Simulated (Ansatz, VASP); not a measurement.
# Cu: VASP beside Ansatz

```
CELL_PARAMETERS angstrom
2.49322 0.00000 0.00000
-1.24661 2.15919 0.00000
0.00000 0.00000 4.24854
ATOMIC_POSITIONS crystal
Cu 0.33333 0.66667 0.25000
Cu 0.66667 0.33333 0.75000
```

Alike in both runs: task single point; functional r2SCAN; k mesh 24 × 24 × 14; occupations gaussian, width 0.15 eV; no spin polarisation.

|  | VASP | Ansatz |
| --- | --- | --- |
| version | VASP 6.6.1 | Ansatz 0.2.0 |
| potentials or method | VASP PAW PBE potentials, release 64 (Cu), cutoff 520 eV | scalar-relativistic, plane waves, PAW |
| valence electrons in the cell | 22 | 38 |

```csv
,VASP,Ansatz,Ansatz less VASP
gap on the k mesh at the Fermi level (eV),none,none,-
pressure (GPa),1.3,0.5,-0.72
"traceless stress, the component that is largest in VASP (GPa)",-5.19,-5.13,+0.064
```

VASP's potentials were made for PBE, not for r2SCAN. A gap of «none» marks a metal or a gap that the smearing closes. VASP's potentials hold 22 valence electrons a cell and Ansatz's 38, so a difference there can come from the potentials and not from the codes.
